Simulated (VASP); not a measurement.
# WS2 in VASP: notebook

The runs below take WS2 through single point, with PBE+D3(BJ).

All numbers are computed with VASP 6.6.1; they aren't measurements. Logs are shortened: lines on timing, memory, paths and dates and some standing lists are left out, and cuts for length are marked.

## Step 1: The cell of the first run

The cell holds a slab with vacuum, 6 atoms: a = 3.160 Å, b = 3.160 Å, c = 23.804 Å, α = 90.00°, β = 90.00°, γ = 120.00°.

## Step 2: Single point, PBE+D3(BJ)

Contents of INCAR:

```
ALGO = Normal ; DIPOL = 0.5 0.5 0.398
EDIFF = 1E-7 ; ENCUT = 520
GGA = PE ; IDIPOL = 3
ISIF = 2 ; ISMEAR = 0
IVDW = 12 ; LASPH = True
LCHARG = False ; LDIPOL = True
LREAL = False ; LWAVE = False
NBANDS = 35 ; NELM = 80
PREC = Accurate ; SIGMA = 0.05
```

Contents of KPOINTS:

```
k-points
0
Gamma
  9 9 1
```

Contents of POSCAR:

```
WS2
1.0
    3.1595456883      0.0000000000      0.0000000000
   -1.5797728441      2.7362468304      0.0000000000
    0.0000000000      0.0000000000     23.8042572081
S W
4 2
Direct
    0.3333333333      0.6666666667      0.1890418155
    0.3333333333      0.6666666667      0.3214605076
    0.3333333333      0.6666666667      0.4743743317
    0.3333333333      0.6666666667      0.6067930237
    0.6666666667      0.3333333333      0.2552511585
    0.0000000000      1.0000000000      0.5405836746
```

Potentials or basis: VASP PAW PBE potentials, release 64 (S, W_sv).

On the command line:

```sh
$ cat potpaw_PBE.64/S/POTCAR potpaw_PBE.64/W_sv/POTCAR > POTCAR
$ mpirun -np 1 vasp_std > vasp.out
```

OUTCAR:

```text
EDIFF = 1E-7
   ENCUT = 520
   GGA = PE
   ISIF = 2
   ISMEAR = 0
   IVDW = 12
   LASPH = True
   LREAL = False
   NELM = 80
   PREC = Accurate
 IVDW          = 12

 ion  position               nearest neighbor table
   1  0.333  0.667  0.189-   5 2.41   5 2.41   5 2.41
   2  0.333  0.667  0.321-   5 2.41   5 2.41   5 2.41
   3  0.333  0.667  0.474-   6 2.41   6 2.41   6 2.41
   4  0.333  0.667  0.607-   6 2.41   6 2.41   6 2.41
   5  0.667  0.333  0.255-   1 2.41   1 2.41   1 2.41   2 2.41   2 2.41   2 2.41
   6  0.000  0.000  0.541-   3 2.41   3 2.41   3 2.41   4 2.41   4 2.41   4 2.41

  LATTYP: Found a hexagonal cell.
 ALAT       =     3.1595456883
 C/A-ratio  =     7.5340759579

  Lattice vectors:

 A1 = (   3.1595456883,   0.0000000000,   0.0000000000)
 A2 = (  -1.5797728441,   2.7362468304,   0.0000000000)
 A3 = (   0.0000000000,   0.0000000000,  23.8042572081)

Analysis of symmetry for initial positions (statically):
=====================================================================
 Subroutine PRICEL returns:
 Original cell was already a primitive cell.

 Routine SETGRP: Setting up the symmetry group for a
 hexagonal supercell.

 Subroutine GETGRP returns: Found 12 space group operations
 (whereof  6 operations were pure point group operations)
 out of a pool of 24 trial point group operations.

The static configuration has the point symmetry C_3v.
 The point group associated with its full space group is D_3d.

Analysis of symmetry for dynamics (positions and initial velocities):
=====================================================================
 Subroutine PRICEL returns:
 Original cell was already a primitive cell.

 Routine SETGRP: Setting up the symmetry group for a
 hexagonal supercell.

 Subroutine GETGRP returns: Found 12 space group operations
 (whereof  6 operations were pure point group operations)
 out of a pool of 24 trial point group operations.

The dynamic configuration has the point symmetry C_3v.
 The point group associated with its full space group is D_3d.

 Subroutine INISYM returns: Found 12 space group operations
 (whereof  6 operations are pure point group operations),
 and found     1 'primitive' translations

----------------------------------------------------------------------------------------

                                     Primitive cell

  volume of cell :     205.7949

  direct lattice vectors                    reciprocal lattice vectors
     3.159545688  0.000000000  0.000000000     0.316501199  0.182732053  0.000000000
    -1.579772844  2.736246830  0.000000000     0.000000000  0.365464105  0.000000000
     0.000000000  0.000000000 23.804257208     0.000000000  0.000000000  0.042009292

  length of vectors
     3.159545688  3.159545688 23.804257208     0.365464105  0.365464105  0.042009292

  position of ions in fractional coordinates (direct lattice)
     0.333333333  0.666666667  0.189041815
     0.333333333  0.666666667  0.321460508
     0.333333333  0.666666667  0.474374332
     0.333333333  0.666666667  0.606793024
     0.666666667  0.333333333  0.255251159
     0.000000000  0.000000000  0.540583675

  ion indices of the primitive-cell ions
   primitive index   ion index
                 1           1
                 2           2
                 3           3
                 4           4
                 5           5
                 6           6

----------------------------------------------------------------------------------------

 KPOINTS: k-points

Automatic generation of k-mesh.
 Grid dimensions read from file:
 generate k-points for:    9    9    1

 Generating k-lattice:

  Cartesian coordinates                     Fractional coordinates (reciprocal lattice)
     0.035166800  0.020303561  0.000000000     0.111111111  0.000000000  0.000000000
     0.000000000  0.040607123  0.000000000     0.000000000  0.111111111  0.000000000
     0.000000000  0.000000000  0.042009292     0.000000000  0.000000000  1.000000000

  Length of vectors
     0.040607123  0.040607123  0.042009292

  Shift w.r.t. Gamma in fractional coordinates (k-lattice)
     0.000000000  0.000000000  0.000000000

 Subroutine IBZKPT returns following result:
 ===========================================

 Found     12 irreducible k-points:

 Following reciprocal coordinates:
            Coordinates               Weight
  0.000000  0.000000  0.000000      1.000000
  0.111111 -0.000000  0.000000      6.000000
  0.222222 -0.000000  0.000000      6.000000
  0.333333 -0.000000  0.000000      6.000000
  0.444444 -0.000000  0.000000      6.000000
  0.111111  0.111111  0.000000      6.000000
  0.222222  0.111111  0.000000     12.000000
  0.333333  0.111111  0.000000     12.000000
  0.444444  0.111111  0.000000      6.000000
  0.222222  0.222222  0.000000      6.000000
  0.333333  0.222222  0.000000     12.000000
  0.333333  0.333333  0.000000      2.000000
   k-points           NKPTS =     12   k-points in BZ     NKDIM =     12   number of bands    NBANDS=     35
   number of dos      NEDOS =    301   number of ions     NIONS =      6
   total plane-waves  NPLWV = 103680
   dimension x,y,z NGX =    24 NGY =   24 NGZ =  180
   dimension x,y,z NGXF=    48 NGYF=   48 NGZF=  360
   ions per type =               4   2
   NGX,Y,Z   is equivalent  to a cutoff of  12.63, 12.63, 12.57 a.u.
   NGXF,Y,Z  is equivalent  to a cutoff of  25.26, 25.26, 25.14 a.u.
 SYSTEM =  unknown system
   PREC   = accura    normal or accurate (medium, high low for compatibility)
   ISTART =      0    job   : 0-new  1-cont  2-samecut
   ICHARG =      2    charge: 1-file 2-atom 10-const
   ISPIN  =      1    spin polarized calculation?
   LNONCOLLINEAR =      F non collinear calculations
   LSORBIT =      F    spin-orbit coupling
   LASPH  =      T    aspherical Exc in radial PAW
   ENCUT  =  520.0 eV  38.22 Ry    6.18 a.u.   5.87  5.87 44.26*2*pi/ulx,y,z
   NELM   =     80;   NELMIN=  2; NELMDL= -5     # of ELM steps
   EDIFF  = 0.1E-06   stopping-criterion for ELM
   LREAL  =      F    real-space projection
   EDIFFG = 0.1E-05   stopping-criterion for IOM
   NSW    =      0    number of steps for IOM
   IBRION =     -1    ionic relax: 0-MD 1-quasi-New 2-CG
   NFREE  =      0    steps in history (QN), initial steepest desc. (CG)
   ISIF   =      2    stress and relaxation
   ISYM   =      2    0-nonsym 1-usesym 2-fastsym
   POTIM  = 0.5000    time-step for ionic-motion
   TEBEG  =    0.0;   TEEND  =   0.0 temperature during run
   PSTRESS=    0.0 pullay stress
   NELECT =      52.0000    total number of electrons
   NUPDOWN=      -1.0000    fix difference up-down
   EMIN   =  10.00;   EMAX   =-10.00  energy-range for DOS
   EFERMI =   0.00;   METHOD = LEGACY
   ISMEAR =     0;   SIGMA  =   0.05  broadening in eV -4-tet -1-fermi 0-gaus
   EFERMI_NEDOS =   21; number of points for ismear=-14 and -15
   IALGO  =     38    algorithm
   IMIX   =      4    mixing-type and parameters
     AMIX     =   0.40;   BMIX     =  1.00
     AMIX_MAG =   1.60;   BMIX_MAG =  1.00
  volume/ion in A,a.u.               =      34.30       231.46
  Fermi-wavevector in a.u.,A,eV,Ry     =   1.034978  1.955825 14.574280  1.071179
  Thomas-Fermi vector in A             =   2.169299
   LORBIT       =      0    0 simple, 1 ext, 2 COOP (PROOUT), +10 PAW based schemes
   GGA     = PE    functional components
   LHFCALC =     F    Hartree Fock is set to
   AEXX    =    0.0000 exact exchange contribution
   IVDW    =    12    specifies the selected vdW correction
   LEPSILON=     F    determine dielectric tensor
   LRPA    =     F    only Hartree local field effects (RPA)
 non-spin polarized calculation
 Gauss-broadening in eV      SIGMA  =   0.05
  energy-cutoff  :      520.00
  volume of cell :      205.79
 maximum number of plane-waves:      5566
 NGX is ok and might be reduce to    24
   NGX = 11   NGY = 11   NGZ = 89

 dipolmoment           0.000000      0.000000      0.000005 electrons x Angstroem

 number of electron      51.9999994 magnetization

 dipolmoment           0.000000      0.000000     -0.000003 electrons x Angstroem

 Free energy of the ion-electron system (eV)
  ---------------------------------------------------
  ext. energy  EPLUGINS =         0.00000000
  ---------------------------------------------------
  free energy    TOTEN  =       -47.30986212 eV

  energy without entropy =      -47.30986212  energy(sigma->0) =      -47.30986212

 E-fermi :   1.2936     XC(G=0):  -6.1787

 val. band max:        0.9477821412   @ k =   0.0000   0.0000   0.0000
 cond. band min:       2.7388826971   @ k =   0.3333   0.3333   0.0000
 fundamental gap:      1.7911005560
 Fermi energy:         1.2935802465

 k-point     1 :       0.0000    0.0000    0.0000
  band No.  band energies     occupation
      1     -73.1912      2.00000
      2     -73.1912      2.00000
      3     -37.4438      2.00000
      4     -37.4437      2.00000
      5     -37.2683      2.00000
      6     -37.2683      2.00000
[... 27 lines left out ...]
     34       3.9002      0.00000
     35       5.8580      0.00000

 k-point     2 :       0.1111   -0.0000    0.0000
  band No.  band energies     occupation
      1     -73.1890      2.00000
      2     -73.1890      2.00000
      3     -37.4361      2.00000
      4     -37.4360      2.00000
      5     -37.3110      2.00000
      6     -37.3110      2.00000
[... 27 lines left out ...]
     34       4.1272      0.00000
     35       6.2231      0.00000
[... 340 lines left out ...]
     34       6.1105      0.00000
     35       6.8698      0.00000

 k-point    12 :       0.3333    0.3333    0.0000
  band No.  band energies     occupation
      1     -73.1703      2.00000
      2     -73.1703      2.00000
      3     -37.5341      2.00000
      4     -37.5341      2.00000
      5     -37.4998      2.00000
      6     -37.4998      2.00000
[... 27 lines left out ...]
     34       6.5767      0.00000
     35       7.3108      0.00000

------------------------ aborting loop because EDIFF is reached ----------------------------------------

 vacuum level on the upper side and lower side of the slab       (xc-potential included)        -0.098        -0.098

 Edisp (eV)   -2.08140

 E8    (eV) :    -0.9041

  FORCE on cell =-STRESS in cart. coord.  units (eV):
  Direction    XX          YY          ZZ          XY          YZ          ZX
  --------------------------------------------------------------------------------------
  -------------------------------------------------------------------------------------
  Total      -0.21553    -0.21553    -0.37979    -0.00000    -0.00000    -0.00000
  in kB      -1.67798    -1.67798    -2.95681    -0.00000    -0.00000    -0.00000
  external pressure =       -2.10 kB  Pullay stress =        0.00 kB

 VOLUME and BASIS-vectors are now :
 -----------------------------------------------------------------------------
  energy-cutoff  :      520.00
  volume of cell :      205.79
      direct lattice vectors                 reciprocal lattice vectors
     3.159545688  0.000000000  0.000000000     0.316501199  0.182732053  0.000000000
    -1.579772844  2.736246830  0.000000000     0.000000000  0.365464105  0.000000000
     0.000000000  0.000000000 23.804257208     0.000000000  0.000000000  0.042009292

 POSITION                                       TOTAL-FORCE (eV/Angst)
 -----------------------------------------------------------------------------------
     -0.00000      1.82416      4.50000        -0.000000      0.000000      0.003108
     -0.00000      1.82416      7.65213        -0.000000      0.000000      0.012664
     -0.00000      1.82416     11.29213         0.000000     -0.000000     -0.012664
     -0.00000      1.82416     14.44426         0.000000      0.000000     -0.003108
      1.57977      0.91208      6.07606         0.000000      0.000000      0.032723
      0.00000      0.00000     12.86819        -0.000000     -0.000000     -0.032723
 -----------------------------------------------------------------------------------
    total drift:                                0.000000     -0.000000     -0.000389

  FREE ENERGIE OF THE ION-ELECTRON SYSTEM (eV)
  ---------------------------------------------------
  free  energy   TOTEN  =       -49.3912622531 eV

  energy  without entropy=      -49.3912622531  energy(sigma->0) =      -49.39126225

 vacuum level on the upper side and lower side of the slab         6.397         6.396
```

Wall time 1.9 min (1 thread of Intel Xeon Platinum 8488C (Sapphire Rapids), shared host); peak memory 0.34 GiB.

Results:

| Property | Result |
| --- | --- |
| Free energy | -49.3913 eV |
| Largest force | 0.033 eV/Å |
| Band gap on the k mesh | 1.79 eV, indirect (least direct gap 1.92 eV) |
| Dispersion energy per atom | -0.347 eV |

Forces on the atoms (eV/Å):
```
S    0.000  0.000  0.003
S    0.000  0.000  0.013
S    0.000  0.000 -0.013
S    0.000  0.000 -0.003
W    0.000  0.000  0.033
W    0.000  0.000 -0.033
```

Levels at points of the mesh, in eV from the valence-band top:
```
           k point  band 22  band 23  band 24  band 25  band 26  band 27  band 28  band 29  band 30  band 31
(0.00, 0.00, 0.00)    -1.70    -1.70    -1.70    -0.44     0.00     2.79     2.79     2.81     2.81     2.92
```

Caveat: spin-orbit coupling is left out, which moves the levels of the heavy elements.

(Continued in part 2 of 2.)
